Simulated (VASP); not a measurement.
Set up this calculation in VASP 6.6.1, as the native input.

```yaml
Task: single point
Functional: PBE
Potentials_or_basis: VASP PAW PBE potentials, release 64 (Al)
Cutoff: 520 eV
k_mesh: 18 × 18 × 18
Occupations: gaussian, width 0.1 eV
Spin: no spin polarisation
Dipole_correction: no
Further_INCAR_settings: ALGO = Fast; EDIFF = 1e-06; NBANDS = 8
```

The structure of Al lies in POSCAR:

```
Al
1.0
    0.0000000000      2.0407369317      2.0407369317
    2.0407369317      0.0000000000      2.0407369317
    2.0407369317      2.0407369317      0.0000000000
Al
1
Direct
    0.0000000000      0.0000000000      0.0000000000
```

This cell differs from its parent crystal: volume scaled by 1.03.

The input as run:

INCAR

```
SYSTEM = Al
PREC = Accurate
ENCUT = 520
EDIFF = 1E-6
ISMEAR = 0
SIGMA = 0.1
LREAL = .False.
LASPH = .True.
NELM = 100
ALGO = Fast
ISIF = 2
LWAVE = .False.
LCHARG = .False.
GGA = PE
NBANDS = 8
```

KPOINTS

```
Automatic mesh
0
Gamma
  18 18 18
  0 0 0
```

Potentials or basis: VASP PAW PBE potentials, release 64 (Al).

Run with:

```sh
$ cat potpaw_PBE.64/Al/POTCAR > POTCAR
$ mpirun -np 1 vasp_std > vasp.out
```

Results of the run:

- Pressure: -2.2 GPa

Wall time 13 s on 1 thread of AMD EPYC 9R45 (Zen 5), on a shared host, peak memory 0.11 GiB.
